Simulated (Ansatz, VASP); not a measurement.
Given: the input of a run of Ansatz 0.2.0 on La.

File input.yaml:

```yaml
crystal:
  lattice:
    - [0.0, 2.6455, 2.6455]
    - [2.6455, 0.0, 2.6455]
    - [2.6455, 2.6455, 0.0]
  atoms:
    - { symbol: La, position: [0.0, 0.0, 0.0], spin: 0.55, spin_axis: [0.432492, 0.559696, 0.706888] }
kpoints:
  mp_grid: { grid: [7, 7, 7] }
scf:
  occupations: { method: fermi_dirac, width: 0.1 }
hamiltonian:
  xc: pbesol
  dispersion: d4
  pseudopotentials: { kind: all_electron, lapw: { basis_error: 0.0005 } }
magnetization:
  noncollinear: true
  spin_orbit: true
output:
  forces: true
  stress: true
relax:
  f_tol: 0.02
  max_steps: 60
  cell: {}
```

Potentials or basis: all-electron LAPW, relativistic spinors.

Launch:

```sh
$ ansatz run input.yaml --threads 2 --pin off --max-ram 5120MiB --backend cpu --events-out ev --progress --plain --runs-dir out
```

Translate it to VASP 6.6.1. Potentials there: VASP PAW PBE potentials, release 64 (La).

As run (the cutoff follows the program's own potentials):

Contents of INCAR:

```
SYSTEM = La
PREC = Accurate ; ENCUT = 600
EDIFF = 1E-6 ; ISMEAR = -1
SIGMA = 0.1 ; LREAL = .FALSE.
LASPH = .TRUE. ; NELM = 150
ALGO = Normal ; ISIF = 3
LWAVE = .FALSE. ; LCHARG = .FALSE.
MAGMOM = 0.238 0.308 0.389 ; LORBIT = 11
LSORBIT = .TRUE. ; GGA_COMPAT = .FALSE.
LORBMOM = .TRUE. ; LMAXMIX = 6
GGA = PS ; IVDW = 13
IBRION = 2 ; NSW = 80
EDIFFG = -0.02
```

Contents of KPOINTS:

```
regular mesh
0
G
  7 7 7
  0 0 0
```

File POSCAR:

```
La
1.0
    0.0000000000      2.6455000000      2.6455000000
    2.6455000000      0.0000000000      2.6455000000
    2.6455000000      2.6455000000      0.0000000000
La
1
Direct
    0.0000000000      0.0000000000      0.0000000000
```

Potentials or basis: VASP PAW PBE potentials, release 64 (La).

Command:

```console
$ cat potpaw_PBE.64/La/POTCAR > POTCAR
$ mpirun -np 1 vasp_ncl > vasp.out
```

Both were run:

|  | VASP | Ansatz | Ansatz less VASP |
| --- | --- | --- | --- |
| net moment per atom (μB) | 0.00 | 0.00 | 0.000 |
| relaxed volume (Å³/atom) | 32.73 | 32.74 | +0.010 |
| relaxed length of the cell vector where the two differ most in proportion (Å) | 3.590 | 3.591 | +0.0004 |

VASP's potentials were made for PBE, not for PBEsol. Ansatz ran all-electron here, and VASP with PAW potentials.
